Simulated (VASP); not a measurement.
# Ag (P6_3/mmc) in VASP: a series of runs

Ag is run at these levels: LDA; tasks: electric field gradients.

All numbers are computed with VASP 6.6.1; they aren't measurements. Logs are shortened: lines on timing, memory, paths and dates and some standing lists are left out, and cuts for length are marked.

## 1. The cell of the first run

The structure is hexagonal, space group P6_3/mmc (No. 194). Conventional cell: a = 2.886 Å, b = 2.886 Å, c = 9.700 Å, α = 90.00°, β = 90.00°, γ = 120.00°. Ag (site symmetry -6m2) has 12 Ag at 2.89 to 2.94 Å within 3.8 Å. Within 3.8 Å of Ag (site symmetry -3m) lie 12 Ag at 2.89 to 2.94 Å.

This isn't the form of Ag at room conditions, which is fcc.

## 2. Electric field gradients, LDA (zz strain of -3 %)

INCAR reads:

```
PREC     = Accurate       # precision mode
ENCUT    = 520            # plane-wave cutoff, eV
EDIFF    = 1E-8           # SCF threshold, eV
ISMEAR   = -1             # smearing method
SIGMA    = 0.08           # smearing width, eV
LREAL    = False          # projectors in reciprocal space
LASPH    = True           # aspherical terms in the spheres
NELM     = 60             # most SCF steps
ALGO     = Normal         # electronic algorithm
ISIF     = 2              # what is computed and relaxed
LWAVE    = False          # write WAVECAR
LCHARG   = False          # write CHGCAR
GGA      = CA             # functional
LEFG     = True         
NBANDS   = 30             # bands
```

KPOINTS reads:

```
Automatic mesh
0
Gamma
  14 14 4
```

POSCAR reads:

```
Ag
1.0
    2.8861989086      0.0000000000      0.0000000000
   -1.4430994543      2.4995215753      0.0000000000
    0.0000000000      0.0000000000      9.7000000000
Ag
4
Direct
    0.3333333333      0.6666666667      0.2500000000
    0.6666666667      0.3333333333      0.7500000000
    0.0000000000      0.0000000000      0.0000000000
    0.0000000000      0.0000000000      0.5000000000
```

Potentials or basis: VASP PAW LDA potentials, release 64 (Ag).

Launch:

```sh
$ cat potpaw_LDA.64/Ag/POTCAR > POTCAR
$ mpirun -np 1 vasp_std > vasp.out
```

OUTCAR:

```text
PREC = Accurate
   ENCUT = 520
   EDIFF = 1E-8
   ISMEAR = -1
   LREAL = False
   LASPH = True
   NELM = 60
   ISIF = 2
   GGA = CA

 ion  position               nearest neighbor table
   1  0.333  0.667  0.250-   3 2.94   4 2.94   3 2.94   4 2.94   3 2.94   4 2.94
   2  0.667  0.333  0.750-   3 2.94   4 2.94   3 2.94   4 2.94   3 2.94   4 2.94
   3  0.000  0.000  0.000-   1 2.94   2 2.94   2 2.94   1 2.94   2 2.94   1 2.94
   4  0.000  0.000  0.500-   1 2.94   2 2.94   2 2.94   1 2.94   2 2.94   1 2.94

  LATTYP: Found a hexagonal cell.
 ALAT       =     2.8861989086
 C/A-ratio  =     3.3608217268

  Lattice vectors:

 A1 = (   2.8861989086,   0.0000000000,   0.0000000000)
 A2 = (  -1.4430994543,   2.4995215753,   0.0000000000)
 A3 = (   0.0000000000,   0.0000000000,   9.7000000000)

Analysis of symmetry for initial positions (statically):
=====================================================================
 Subroutine PRICEL returns:
 Original cell was already a primitive cell.

 Routine SETGRP: Setting up the symmetry group for a
 hexagonal supercell.

 Subroutine GETGRP returns: Found 24 space group operations
 (whereof 12 operations were pure point group operations)
 out of a pool of 24 trial point group operations.

The static configuration has the point symmetry D_3d.
 The point group associated with its full space group is D_6h.

Analysis of symmetry for dynamics (positions and initial velocities):
=====================================================================
 Subroutine PRICEL returns:
 Original cell was already a primitive cell.

 Routine SETGRP: Setting up the symmetry group for a
 hexagonal supercell.

 Subroutine GETGRP returns: Found 24 space group operations
 (whereof 12 operations were pure point group operations)
 out of a pool of 24 trial point group operations.

The dynamic configuration has the point symmetry D_3d.
 The point group associated with its full space group is D_6h.

 Subroutine INISYM returns: Found 24 space group operations
 (whereof 12 operations are pure point group operations),
 and found     1 'primitive' translations

----------------------------------------------------------------------------------------

                                     Primitive cell

  volume of cell :      69.9769

  direct lattice vectors                    reciprocal lattice vectors
     2.886198909  0.000000000  0.000000000     0.346476467  0.200038281  0.000000000
    -1.443099454  2.499521575  0.000000000     0.000000000  0.400076563  0.000000000
     0.000000000  0.000000000  9.700000000     0.000000000  0.000000000  0.103092784

  length of vectors
     2.886198909  2.886198909  9.700000000     0.400076563  0.400076563  0.103092784

  position of ions in fractional coordinates (direct lattice)
     0.333333333  0.666666667  0.250000000
     0.666666667  0.333333333  0.750000000
     0.000000000  0.000000000  0.000000000
     0.000000000  0.000000000  0.500000000

  ion indices of the primitive-cell ions
   primitive index   ion index
                 1           1
                 2           2
                 3           3
                 4           4

----------------------------------------------------------------------------------------

 KPOINTS: Automatic mesh

Automatic generation of k-mesh.
 Grid dimensions read from file:
 generate k-points for:   14   14    4

 Generating k-lattice:

  Cartesian coordinates                     Fractional coordinates (reciprocal lattice)
     0.024748319  0.014288449  0.000000000     0.071428571 -0.000000000  0.000000000
     0.000000000  0.028576897  0.000000000     0.000000000  0.071428571  0.000000000
     0.000000000  0.000000000  0.025773196     0.000000000  0.000000000  0.250000000

  Length of vectors
     0.028576897  0.028576897  0.025773196

  Shift w.r.t. Gamma in fractional coordinates (k-lattice)
     0.000000000  0.000000000  0.000000000

 Subroutine IBZKPT returns following result:
 ===========================================

 Found     72 irreducible k-points:

 Following reciprocal coordinates:
            Coordinates               Weight
  0.000000  0.000000  0.000000      1.000000
  0.071429  0.000000  0.000000      6.000000
  0.142857  0.000000  0.000000      6.000000
  0.214286  0.000000  0.000000      6.000000
  0.285714  0.000000  0.000000      6.000000
  0.357143  0.000000  0.000000      6.000000
[... 16 lines left out ...]
  0.285714  0.285714  0.000000      6.000000
  0.357143  0.285714  0.000000      6.000000
 [... further k-points ...]
   k-points           NKPTS =     72   k-points in BZ     NKDIM =     72   number of bands    NBANDS=     30
   number of dos      NEDOS =    301   number of ions     NIONS =      4
   total plane-waves  NPLWV =  41472
   dimension x,y,z NGX =    24 NGY =   24 NGZ =   72
   dimension x,y,z NGXF=    48 NGYF=   48 NGZF=  144
   ions per type =               4
   NGX,Y,Z   is equivalent  to a cutoff of  13.82, 13.82, 12.34 a.u.
   NGXF,Y,Z  is equivalent  to a cutoff of  27.65, 27.65, 24.68 a.u.
 SYSTEM =  unknown system
   PREC   = accura    normal or accurate (medium, high low for compatibility)
   ISTART =      0    job   : 0-new  1-cont  2-samecut
   ICHARG =      2    charge: 1-file 2-atom 10-const
   ISPIN  =      1    spin polarized calculation?
   LNONCOLLINEAR =      F non collinear calculations
   LSORBIT =      F    spin-orbit coupling
   LASPH  =      T    aspherical Exc in radial PAW
   ENCUT  =  520.0 eV  38.22 Ry    6.18 a.u.   5.37  5.37 18.04*2*pi/ulx,y,z
   NELM   =     60;   NELMIN=  2; NELMDL= -5     # of ELM steps
   EDIFF  = 0.1E-07   stopping-criterion for ELM
   LREAL  =      F    real-space projection
   EDIFFG = 0.1E-06   stopping-criterion for IOM
   NSW    =      0    number of steps for IOM
   IBRION =     -1    ionic relax: 0-MD 1-quasi-New 2-CG
   NFREE  =      0    steps in history (QN), initial steepest desc. (CG)
   ISIF   =      2    stress and relaxation
   ISYM   =      2    0-nonsym 1-usesym 2-fastsym
   POTIM  = 0.5000    time-step for ionic-motion
   TEBEG  =    0.0;   TEEND  =   0.0 temperature during run
   PSTRESS=    0.0 pullay stress
   NELECT =      44.0000    total number of electrons
   NUPDOWN=      -1.0000    fix difference up-down
   EMIN   =  10.00;   EMAX   =-10.00  energy-range for DOS
   EFERMI =   0.00;   METHOD = LEGACY
   ISMEAR =    -1;   SIGMA  =   0.08  broadening in eV -4-tet -1-fermi 0-gaus
   EFERMI_NEDOS =   21; number of points for ismear=-14 and -15
   IALGO  =     38    algorithm
   IMIX   =      4    mixing-type and parameters
     AMIX     =   0.40;   BMIX     =  1.00
     AMIX_MAG =   1.60;   BMIX_MAG =  1.00
  volume/ion in A,a.u.               =      17.49       118.06
  Fermi-wavevector in a.u.,A,eV,Ry     =   1.402515  2.650369 26.763307  1.967048
  Thomas-Fermi vector in A             =   2.525269
   LORBIT       =      0    0 simple, 1 ext, 2 COOP (PROOUT), +10 PAW based schemes
   GGA     = CA    functional components
   LHFCALC =     F    Hartree Fock is set to
   AEXX    =    0.0000 exact exchange contribution
   IVDW    =     0    specifies the selected vdW correction
   LEPSILON=     F    determine dielectric tensor
   LRPA    =     F    only Hartree local field effects (RPA)
 non-spin polarized calculation
  energy-cutoff  :      520.00
  volume of cell :       69.98
 maximum number of plane-waves:      1933
 NGX is ok and might be reduce to    24
   NGX = 11   NGY = 11   NGZ = 37

 number of electron      43.9999989 magnetization

 Free energy of the ion-electron system (eV)
  ---------------------------------------------------
  ext. energy  EPLUGINS =         0.00000000
  ---------------------------------------------------
  free energy    TOTEN  =       -14.92887762 eV

  energy without entropy =      -14.90190492  energy(sigma->0) =      -14.91539127

 E-fermi :   7.7401     XC(G=0): -12.4317

 val. band max:        7.6888479736   @ k =   0.5000   0.0000   0.0000
 cond. band min:       7.7555336636   @ k =   0.1429   0.1429   0.5000
 fundamental gap:      0.0666856900
 Fermi energy:         7.7401069595

 k-point     1 :       0.0000    0.0000    0.0000
  band No.  band energies     occupation
      1       0.1492      2.00000
      2       1.4434      2.00000
      3       1.4484      2.00000
      4       1.5225      2.00000
      5       2.9895      2.00000
      6       3.1196      2.00000
[... 22 lines left out ...]
     29      23.5466      0.00000
     30      24.4647      0.00000

 k-point     2 :       0.0714    0.0000    0.0000
  band No.  band energies     occupation
      1       0.2917      2.00000
      2       1.5697      2.00000
      3       1.5732      2.00000
      4       1.6124      2.00000
      5       3.0023      2.00000
      6       3.0266      2.00000
[... 22 lines left out ...]
     29      23.5002      0.00000
     30      23.9184      0.00000

 k-point     3 :       0.1429    0.0000    0.0000
  band No.  band energies     occupation
      1       0.6977      2.00000
      2       1.8284      2.00000
      3       1.8970      2.00000
      4       1.9096      2.00000
      5       2.7532      2.00000
      6       2.8872      2.00000
[... 22 lines left out ...]
     29      22.4348      0.00000
     30      22.4675      0.00000

 k-point     4 :       0.2143    0.0000    0.0000
  band No.  band energies     occupation
      1       1.2712      2.00000
      2       1.9872      2.00000
      3       2.1417      2.00000
      4       2.2323      2.00000
      5       2.5385      2.00000
      6       2.6349      2.00000
[... 616 lines left out ...]
     29      15.8404      0.00000
     30      16.2504      0.00000

 k-point    23 :       0.2857    0.2857    0.0000
  band No.  band energies     occupation
      1       2.1797      2.00000
      2       2.1963      2.00000
      3       2.2378      2.00000
      4       2.4784      2.00000
      5       2.6002      2.00000
      6       2.6755      2.00000
[... 22 lines left out ...]
     29      14.4274      0.00000
     30      15.4009      0.00000

 k-point    24 :       0.3571    0.2857    0.0000
  band No.  band energies     occupation
      1       2.1722      2.00000
      2       2.2812      2.00000
      3       2.3871      2.00000
      4       2.4595      2.00000
      5       2.5081      2.00000
      6       2.5999      2.00000
[... 22 lines left out ...]
     29      14.3194      0.00000
     30      16.7376      0.00000

 [... further k-points ...]
[... 5 lines left out ...]
  --------------------------------------------------------------------------------------
  -------------------------------------------------------------------------------------
  Total       -3.6364486     -3.6364486     -4.7020201      0.0000000     -0.0000000     -0.0000000
  in kB      -83.2593764    -83.2593764   -107.6564811      0.0000000     -0.0000000     -0.0000000
  external PRESSURE =     -91.3917446 kB  Pullay stress =       0.0000000 kB

 VOLUME and BASIS-vectors are now :
 -----------------------------------------------------------------------------
  energy-cutoff  :      520.00
  volume of cell :       69.98
      direct lattice vectors                 reciprocal lattice vectors
     2.886198909  0.000000000  0.000000000     0.346476467  0.200038281  0.000000000
    -1.443099454  2.499521575  0.000000000     0.000000000  0.400076563  0.000000000
     0.000000000  0.000000000  9.700000000     0.000000000  0.000000000  0.103092784

 POSITION                                       TOTAL-FORCE (eV/Angst)
 -----------------------------------------------------------------------------------
     -0.00000      1.66635      2.42500         0.000000     -0.000000      0.000000
      1.44310      0.83317      7.27500         0.000000      0.000000     -0.000000
      0.00000      0.00000      0.00000        -0.000000      0.000000      0.000000
      0.00000      0.00000      4.85000        -0.000000      0.000000      0.000000
 -----------------------------------------------------------------------------------
    total drift:                               -0.000000      0.000000      0.000000

  FREE ENERGIE OF THE ION-ELECTRON SYSTEM (eV)
  ---------------------------------------------------
  free  energy   TOTEN  =       -14.9288776237 eV

  energy  without entropy=      -14.9019049167  energy(sigma->0) =      -14.91539127

 Electric field gradients (V/A^2)
---------------------------------------------------------------------
 ion       V_xx      V_yy      V_zz      V_xy      V_xz      V_yz
---------------------------------------------------------------------
   1      -4.280    -4.280     8.560    -0.000     0.000    -0.000
   2      -4.280    -4.280     8.560    -0.000     0.000    -0.000
   3      -3.323    -3.323     6.646    -0.000    -0.000     0.000
   4      -3.323    -3.323     6.646    -0.000     0.000    -0.000
---------------------------------------------------------------------

 Electric field gradients after diagonalization (V/A^2)
 (convention: |V_zz| > |V_xx| > |V_yy|)
----------------------------------------------------------------------
 ion       V_xx      V_yy      V_zz     asymmetry (V_yy - V_xx)/ V_zz
----------------------------------------------------------------------
   1      -4.280    -4.280     8.560       0.000
   2      -4.280    -4.280     8.560       0.000
   3      -3.323    -3.323     6.646       0.000
   4      -3.323    -3.323     6.646       0.000
----------------------------------------------------------------------

           NMR quadrupolar parameters

 Cq : quadrupolar parameter    Cq=e*Q*V_zz/h
 eta: asymmetry parameters     (V_yy - V_xx)/ V_zz
 Q  : nuclear electric quadrupole moment in mb (millibarn)
----------------------------------------------------------------------
 ion       Cq(MHz)       eta       Q (mb)
----------------------------------------------------------------------
   1       0.021       0.000       1.000
   2       0.021       0.000       1.000
   3       0.016       0.000       1.000
   4       0.016       0.000       1.000
----------------------------------------------------------------------
```

Run time: 75 s. Hardware: 1 thread of Intel Xeon Platinum 8488C (Sapphire Rapids), shared host; peak memory 0.23 GiB.

Results:

```
Free energy                             : -14.9289 eV
Pressure                                : -9.1 GPa
Band gap on the k mesh                  : zero (bands 22 and 23 overlap by 5.93 eV)
Largest electric field gradient by atom : Ag +8.6, +6.6 (each value once) V/Å²
```

Electric field gradients, principal values (V/Å²):
```
atom   least  middle  greatest (by size)
1 Ag  -4.280  -4.280               8.560
2 Ag  -4.280  -4.280               8.560
3 Ag  -3.323  -3.323               6.646
4 Ag  -3.323  -3.323               6.646
```

Caveat: the cell differs from its parent crystal (zz strain of -3 %); the cell stands under tension; without QUAD_EFG the Cq values of the log hold for a quadrupole moment of 1 mb, not for the nuclei.

[end of part 1 of 3]
